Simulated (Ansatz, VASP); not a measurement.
# Two plane-wave programs on In4BiP3

```
P In Bi
1.0
     5.99190    0.00000    0.00000
     0.00000    5.99190    0.00000
     0.00000    0.00000    5.99190
P In Bi
3 4 1
Direct
  0.50000 0.00000 0.00000
  0.00000 0.50000 0.00000
  0.00000 0.00000 0.50000
  0.23527 0.76473 0.76473
  0.76473 0.23527 0.76473
  0.76473 0.76473 0.23527
  0.23527 0.23527 0.23527
  0.50000 0.50000 0.50000
```

Alike in both runs: task single point; functional r2SCAN; k mesh 4 × 4 × 4; occupations fermi-dirac, width 0.02 eV; no spin polarisation.

|  | VASP | Ansatz |
| --- | --- | --- |
| version | VASP 6.6.1 | Ansatz 0.2.0 |
| potentials or method | VASP PAW PBE potentials, release 64 (P, In_d, Bi_d) | plane waves, PAW |
| plane-wave cutoff (eV) | 520 | 500 |
| valence electrons in the cell | 82 | 82 |

|  | VASP | Ansatz | Ansatz less VASP |
| --- | --- | --- | --- |
| pressure (GPa) | 3.9 | 4.0 | +0.10 |
| rms of the force components (eV/Å) | 0.020 | 0.019 | -0.0011 |

VASP's potentials were made for PBE, not for r2SCAN.

Neither program's run includes spin-orbit coupling.
